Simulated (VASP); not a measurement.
# W (Fm-3m) in VASP: further runs

The runs below take W through single point, relaxation of cell and atoms, with LDA.

Everything below comes from runs of VASP 6.6.1. Logs are shortened: lines on timing, memory, paths and dates and some standing lists are left out, and cuts for length are marked.

**1. The cell of the first run**

The structure is cubic, space group Fm-3m (No. 225). Conventional cell: a = 3.973 Å, b = 3.973 Å, c = 3.973 Å, α = 90.00°, β = 90.00°, γ = 90.00°. Within 3.7 Å of W (site symmetry m-3m) lie 12 W at 2.81 Å.

**2. Single point, LDA**

Input file INCAR:

```
ALGO = Normal ; EDIFF = 1E-7
ENCUT = 520 ; ISIF = 2
ISMEAR = -1 ; LASPH = T
LCHARG = F ; LREAL = F
LWAVE = F ; NBANDS = 13
NELM = 60 ; PREC = Accurate
SIGMA = 0.05
```

Input file KPOINTS:

```
k-points
0
Gamma
  18 18 18
```

Input file POSCAR:

```
W
1.0
    0.0000000000      1.9864163673      1.9864163673
    1.9864163673      0.0000000000      1.9864163673
    1.9864163673      1.9864163673      0.0000000000
W
1
Direct
    0.0000000000      0.0000000000      0.0000000000
```

Potentials or basis: VASP PAW LDA potentials, release 64 (W_sv).

Run with:

```console
$ cat potpaw_LDA.64/W_sv/POTCAR > POTCAR
$ mpirun -np 1 vasp_std > vasp.out
```

OUTCAR:

```text
EDIFF = 1E-7
   ENCUT = 520
   ISIF = 2
   ISMEAR = -1
   LASPH = T
   LREAL = F
   NELM = 60
   PREC = Accurate

 ion  position               nearest neighbor table
   1  0.000  0.000  0.000-

  LATTYP: Found a face centered cubic cell.
 ALAT       =     3.9728327346

  Lattice vectors:

 A1 = (   0.0000000000,   1.9864163673,   1.9864163673)
 A2 = (   1.9864163673,   0.0000000000,   1.9864163673)
 A3 = (   1.9864163673,   1.9864163673,   0.0000000000)

Analysis of symmetry for initial positions (statically):
=====================================================================
 Subroutine PRICEL returns:
 Original cell was already a primitive cell.

 Routine SETGRP: Setting up the symmetry group for a
 face centered cubic supercell.

 Subroutine GETGRP returns: Found 48 space group operations
 (whereof 48 operations were pure point group operations)
 out of a pool of 48 trial point group operations.

The static configuration has the point symmetry O_h .

Analysis of symmetry for dynamics (positions and initial velocities):
=====================================================================
 Subroutine PRICEL returns:
 Original cell was already a primitive cell.

 Routine SETGRP: Setting up the symmetry group for a
 face centered cubic supercell.

 Subroutine GETGRP returns: Found 48 space group operations
 (whereof 48 operations were pure point group operations)
 out of a pool of 48 trial point group operations.

The dynamic configuration has the point symmetry O_h .

 Subroutine INISYM returns: Found 48 space group operations
 (whereof 48 operations are pure point group operations),
 and found     1 'primitive' translations

----------------------------------------------------------------------------------------

                                     Primitive cell

  volume of cell :      15.6762

  direct lattice vectors                    reciprocal lattice vectors
     0.000000000  1.986416367  1.986416367    -0.251709565  0.251709565  0.251709565
     1.986416367  0.000000000  1.986416367     0.251709565 -0.251709565  0.251709565
     1.986416367  1.986416367  0.000000000     0.251709565  0.251709565 -0.251709565

  length of vectors
     2.809216967  2.809216967  2.809216967     0.435973756  0.435973756  0.435973756

  position of ions in fractional coordinates (direct lattice)
     0.000000000  0.000000000  0.000000000

  ion indices of the primitive-cell ions
   primitive index   ion index
                 1           1

----------------------------------------------------------------------------------------

 KPOINTS: k-points

Automatic generation of k-mesh.
 Grid dimensions read from file:
 generate k-points for:   18   18   18

 Generating k-lattice:

  Cartesian coordinates                     Fractional coordinates (reciprocal lattice)
    -0.013983865  0.013983865  0.013983865     0.055555556  0.000000000  0.000000000
     0.013983865 -0.013983865  0.013983865     0.000000000  0.055555556  0.000000000
     0.013983865  0.013983865 -0.013983865     0.000000000  0.000000000  0.055555556

  Length of vectors
     0.024220764  0.024220764  0.024220764

  Shift w.r.t. Gamma in fractional coordinates (k-lattice)
     0.000000000  0.000000000  0.000000000

 Subroutine IBZKPT returns following result:
 ===========================================

 Found    195 irreducible k-points:

 Following reciprocal coordinates:
            Coordinates               Weight
  0.000000  0.000000  0.000000      1.000000
  0.055556  0.000000  0.000000      8.000000
  0.111111  0.000000  0.000000      8.000000
  0.166667  0.000000  0.000000      8.000000
  0.222222  0.000000  0.000000      8.000000
  0.277778  0.000000  0.000000      8.000000
[... 16 lines left out ...]
 -0.277778  0.055556  0.000000     24.000000
 -0.222222  0.055556  0.000000     24.000000
 [... further k-points ...]
   k-points           NKPTS =    195   k-points in BZ     NKDIM =    195   number of bands    NBANDS=     13
   number of dos      NEDOS =    301   number of ions     NIONS =      1
   total plane-waves  NPLWV =  13824
   dimension x,y,z NGX =    24 NGY =   24 NGZ =   24
   dimension x,y,z NGXF=    48 NGYF=   48 NGZF=   48
   ions per type =               1
   NGX,Y,Z   is equivalent  to a cutoff of  14.20, 14.20, 14.20 a.u.
   NGXF,Y,Z  is equivalent  to a cutoff of  28.41, 28.41, 28.41 a.u.
 SYSTEM =  unknown system
   PREC   = accura    normal or accurate (medium, high low for compatibility)
   ISTART =      0    job   : 0-new  1-cont  2-samecut
   ICHARG =      2    charge: 1-file 2-atom 10-const
   ISPIN  =      1    spin polarized calculation?
   LNONCOLLINEAR =      F non collinear calculations
   LSORBIT =      F    spin-orbit coupling
   LASPH  =      T    aspherical Exc in radial PAW
   ENCUT  =  520.0 eV  38.22 Ry    6.18 a.u.   5.22  5.22  5.22*2*pi/ulx,y,z
   NELM   =     60;   NELMIN=  2; NELMDL= -5     # of ELM steps
   EDIFF  = 0.1E-06   stopping-criterion for ELM
   LREAL  =      F    real-space projection
   EDIFFG = 0.1E-05   stopping-criterion for IOM
   NSW    =      0    number of steps for IOM
   IBRION =     -1    ionic relax: 0-MD 1-quasi-New 2-CG
   NFREE  =      0    steps in history (QN), initial steepest desc. (CG)
   ISIF   =      2    stress and relaxation
   ISYM   =      2    0-nonsym 1-usesym 2-fastsym
   POTIM  = 0.5000    time-step for ionic-motion
   TEBEG  =    0.0;   TEEND  =   0.0 temperature during run
   PSTRESS=    0.0 pullay stress
   NELECT =      14.0000    total number of electrons
   NUPDOWN=      -1.0000    fix difference up-down
   EMIN   =  10.00;   EMAX   =-10.00  energy-range for DOS
   EFERMI =   0.00;   METHOD = LEGACY
   ISMEAR =    -1;   SIGMA  =   0.05  broadening in eV -4-tet -1-fermi 0-gaus
   EFERMI_NEDOS =   21; number of points for ismear=-14 and -15
   IALGO  =     38    algorithm
   IMIX   =      4    mixing-type and parameters
     AMIX     =   0.40;   BMIX     =  1.00
     AMIX_MAG =   1.60;   BMIX_MAG =  1.00
  volume/ion in A,a.u.               =      15.68       105.79
  Fermi-wavevector in a.u.,A,eV,Ry     =   1.576536  2.979221 33.816815  2.485466
  Thomas-Fermi vector in A             =   2.677354
   LORBIT       =      0    0 simple, 1 ext, 2 COOP (PROOUT), +10 PAW based schemes
   GGA     = CA    functional components
   LHFCALC =     F    Hartree Fock is set to
   AEXX    =    0.0000 exact exchange contribution
   IVDW    =     0    specifies the selected vdW correction
   LEPSILON=     F    determine dielectric tensor
   LRPA    =     F    only Hartree local field effects (RPA)
 non-spin polarized calculation
  energy-cutoff  :      520.00
  volume of cell :       15.68
 maximum number of plane-waves:       444
 NGX is ok and might be reduce to    24
   NGX = 11   NGY = 11   NGZ = 11

 number of electron      13.9999999 magnetization

 Free energy of the ion-electron system (eV)
  ---------------------------------------------------
  ext. energy  EPLUGINS =         0.00000000
  ---------------------------------------------------
  free energy    TOTEN  =       -13.61666040 eV

  energy without entropy =      -13.60714608  energy(sigma->0) =      -13.61190324

 E-fermi :  10.9817     XC(G=0): -13.8805

 val. band max:       10.9726241681   @ k =  -0.3333   0.1667   0.0556
 cond. band min:      10.9997366680   @ k =   0.2222   0.1111   0.0000
 fundamental gap:      0.0271124999
 Fermi energy:        10.9816519157

 k-point     1 :       0.0000    0.0000    0.0000
  band No.  band energies     occupation
      1     -62.1414      2.00000
      2     -25.9533      2.00000
      3     -25.9533      2.00000
      4     -25.9533      2.00000
      5       1.8661      2.00000
      6      10.3571      1.99999
      7      10.3571      1.99999
      8      10.3571      1.99999
      9      13.6570      0.00000
     10      13.6570      0.00000
     11      23.9281      0.00000
     12      29.3078      0.00000
     13      29.3078      0.00000

 k-point     2 :       0.0556    0.0000    0.0000
  band No.  band energies     occupation
      1     -62.1374      2.00000
      2     -25.9977      2.00000
      3     -25.9588      2.00000
      4     -25.9588      2.00000
      5       2.0108      2.00000
      6      10.2453      2.00000
      7      10.4252      1.99997
      8      10.4252      1.99997
      9      13.5921      0.00000
     10      13.5921      0.00000
     11      24.2192      0.00000
     12      28.6938      0.00000
     13      29.5794      0.00000

 k-point     3 :       0.1111    0.0000    0.0000
  band No.  band energies     occupation
      1     -62.1258      2.00000
      2     -26.1242      2.00000
      3     -25.9748      2.00000
      4     -25.9748      2.00000
      5       2.4275      2.00000
      6       9.9594      2.00000
      7      10.6025      1.99898
      8      10.6025      1.99898
      9      13.4457      0.00000
     10      13.4457      0.00000
     11      24.9973      0.00000
     12      27.5375      0.00000
     13      30.3661      0.00000
[... 305 lines left out ...]
 k-point    23 :      -0.2778    0.0556    0.0000
  band No.  band energies     occupation
      1     -62.0525      2.00000
      2     -26.8504      2.00000
      3     -26.1180      2.00000
      4     -26.0569      2.00000
      5       4.7958      2.00000
      6       9.4458      2.00000
      7      10.5744      1.99942
      8      10.7454      1.98241
      9      13.7477      0.00000
     10      14.9057      0.00000
     11      23.8099      0.00000
     12      28.2536      0.00000
     13      33.0856      0.00000

 k-point    24 :      -0.2222    0.0556    0.0000
  band No.  band energies     occupation
      1     -62.0755      2.00000
      2     -26.6249      2.00000
      3     -26.0856      2.00000
      4     -26.0247      2.00000
      5       4.1689      2.00000
      6       9.2623      2.00000
      7      10.7880      1.95923
      8      10.9384      1.40723
      9      13.1379      0.00000
     10      14.2443      0.00000
     11      24.6844      0.00000
     12      28.3695      0.00000
     13      32.6546      0.00000

 [... further k-points ...]

------------------------ aborting loop because EDIFF is reached ----------------------------------------

  FORCE on cell =-STRESS in cart. coord.  units (eV):
  Direction    XX          YY          ZZ          XY          YZ          ZX
  --------------------------------------------------------------------------------------
  -------------------------------------------------------------------------------------
  Total        0.1798927      0.1798927      0.1798927     -0.0000000     -0.0000000     -0.0000000
  in kB       18.3858279     18.3858279     18.3858279     -0.0000000     -0.0000000     -0.0000000
  external PRESSURE =      18.3858279 kB  Pullay stress =       0.0000000 kB

 VOLUME and BASIS-vectors are now :
 -----------------------------------------------------------------------------
  energy-cutoff  :      520.00
  volume of cell :       15.68
      direct lattice vectors                 reciprocal lattice vectors
     0.000000000  1.986416367  1.986416367    -0.251709565  0.251709565  0.251709565
     1.986416367  0.000000000  1.986416367     0.251709565 -0.251709565  0.251709565
     1.986416367  1.986416367  0.000000000     0.251709565  0.251709565 -0.251709565

 POSITION                                       TOTAL-FORCE (eV/Angst)
 -----------------------------------------------------------------------------------
      0.00000      0.00000      0.00000         0.000000      0.000000      0.000000
 -----------------------------------------------------------------------------------
    total drift:                               -0.000000      0.000000      0.000000

  FREE ENERGIE OF THE ION-ELECTRON SYSTEM (eV)
  ---------------------------------------------------
  free  energy   TOTEN  =       -13.6166604037 eV

  energy  without entropy=      -13.6071460775  energy(sigma->0) =      -13.61190324
```

It took 14 s on 1 thread of Intel Xeon 6975P-C (Granite Rapids), shared host; peak memory 0.15 GiB.

Results:

```yaml
Free_energy: -13.6167 eV
Pressure: 1.8 GPa
Band_gap_on_the_k_mesh: zero (band 7 reaches 14.47 eV, above the bottom of band 8 at 10.36 eV)
```

Caveat: spin-orbit coupling is left out, which moves the levels of the heavy elements.

**3. Single point, LDA**

Input file INCAR:

```
SYSTEM = W
PREC     = Accurate       ! precision mode
ENCUT    = 520            ! plane-wave cutoff, eV
EDIFF    = 1E-6           ! SCF threshold, eV
ISMEAR   = -1             ! smearing method
SIGMA    = 0.05           ! smearing width, eV
LREAL    = .False.        ! projectors in reciprocal space
LASPH    = .True.         ! aspherical terms in the spheres
NELM     = 100            ! most SCF steps
ALGO     = Normal         ! electronic algorithm
ISIF     = 2              ! what is computed and relaxed
LWAVE    = .False.        ! write WAVECAR
LCHARG   = .True.         ! write CHGCAR
GGA      = CA             ! functional
LELF     = .True.         ! ELF
LVHAR    = .True.       
NBANDS   = 13             ! bands
```

Input file KPOINTS:

```
regular mesh
0
Gamma
  18 18 18
  0 0 0
```

POSCAR is that of step 2.

Potentials or basis: VASP PAW LDA potentials, release 64 (W_sv).

Run with:

```console
$ cat potpaw_LDA.64/W_sv/POTCAR > POTCAR
$ mpirun -np 1 vasp_std > vasp.out
```

Run time: 11 s. Hardware: 1 thread of Intel Xeon 6975P-C (Granite Rapids), shared host; peak memory 0.16 GiB.

Results (log left out):

```
Free energy            : -13.6167 eV
Pressure               : 1.8 GPa
Band gap on the k mesh : zero (band 7 reaches 14.47 eV, above the bottom of band 8 at 10.36 eV)
```

Levels at points of the mesh, in eV from the Fermi level:
```
           k point  band 3  band 4  band 5  band 6  band 7  band 8  band 9  band 10  band 11  band 12
(0.00, 0.00, 0.00)  -36.93  -36.93   -9.12   -0.62   -0.62   -0.62    2.68     2.68    12.95    18.33
(0.50, 0.00, 0.00)  -37.12  -37.12   -5.81   -0.88   -0.88    0.96    5.35     5.35    11.02    12.60
(0.50, 0.50, 0.00)  -37.43  -37.43   -5.79   -4.79    3.49    5.30    6.16     6.16    12.23    12.23
```

Caveat: spin-orbit coupling is left out, which moves the levels of the heavy elements.

**4. Relaxation of cell and atoms, LDA**

This run uses another cell than the first one, of 15.41 Å³/atom, 0.983 times its volume.

Input file INCAR:

```
PREC = Accurate ; ENCUT = 600
EDIFF = 1E-6 ; ISMEAR = -1
SIGMA = 0.05 ; LREAL = F
LASPH = T ; NELM = 60
ALGO = Normal ; ISIF = 3
LWAVE = F ; LCHARG = F
GGA = CA ; IBRION = 2
NSW = 60 ; EDIFFG = -0.005
```

Input file KPOINTS:

```
regular mesh
0
Gamma
  18 18 18
```

Input file POSCAR:

```
W
1.0
    0.0000000000      1.9751508724      1.9751508724
    1.9751508724      0.0000000000      1.9751508724
    1.9751508724      1.9751508724      0.0000000000
W
1
Direct
    0.0000000000      0.0000000000      0.0000000000
```

Run with:

```console
$ cat potpaw_LDA.64/W_sv/POTCAR > POTCAR
$ mpirun -np 1 vasp_std > vasp.out
```

Wall time 33 s (1 thread of Intel Xeon 6975P-C (Granite Rapids), shared host); peak memory 0.17 GiB.

Results (log left out):

| Item | Value |
| --- | --- |
| Free energy | -13.6172 eV |
| Relaxed volume | 15.77 Å³/atom |
| Relaxed cell | a = 2.815 Å, b = 2.815 Å, c = 2.815 Å, α = 60.00°, β = 60.00°, γ = 60.00° |
| Space group after relaxing (to 0.05 Å) | Fm-3m (No. 225) |
| Energy gained by relaxing | 8.3 meV/atom |
| Ionic steps | 4 |
| Pressure after relaxing | 0.0 GPa |
| Band gap on the k mesh | zero (band 7 reaches 14.34 eV, above the bottom of band 8 at 10.28 eV) |

Step by step:
```csv
step,energy change (eV),largest force (eV/Å),pressure (GPa),volume (Å³)
1,0.0000,0.0000,7.58,15.41
2,0.0867,0.0000,-21.42,17.10
3,-0.0083,0.0000,-0.26,15.78
4,-0.0083,0.0000,-0.05,15.77
```

Final structure:
```xyz
1
Lattice="0.0000 1.9904 1.9904 1.9904 0.0000 1.9904 1.9904 1.9904 0.0000" Properties=species:S:1:pos:R:3 pbc="T T T"
W     0.0000    0.0000    0.0000
```

Levels at points of the mesh, in eV from the Fermi level:
```
           k point  band 3  band 4  band 5  band 6  band 7  band 8  band 9  band 10  band 11
(0.00, 0.00, 0.00)  -36.96  -36.96   -9.09   -0.62   -0.62   -0.62    2.65     2.65    12.94
(0.50, 0.00, 0.00)  -37.13  -37.13   -5.77   -0.87   -0.87    0.94    5.31     5.31    10.92
(0.50, 0.50, 0.00)  -37.44  -37.44   -5.75   -4.75    3.45    5.25    6.10     6.10    12.18
```

Caveat: spin-orbit coupling is left out, which moves the levels of the heavy elements.

(Continued in part 2 of 2.)
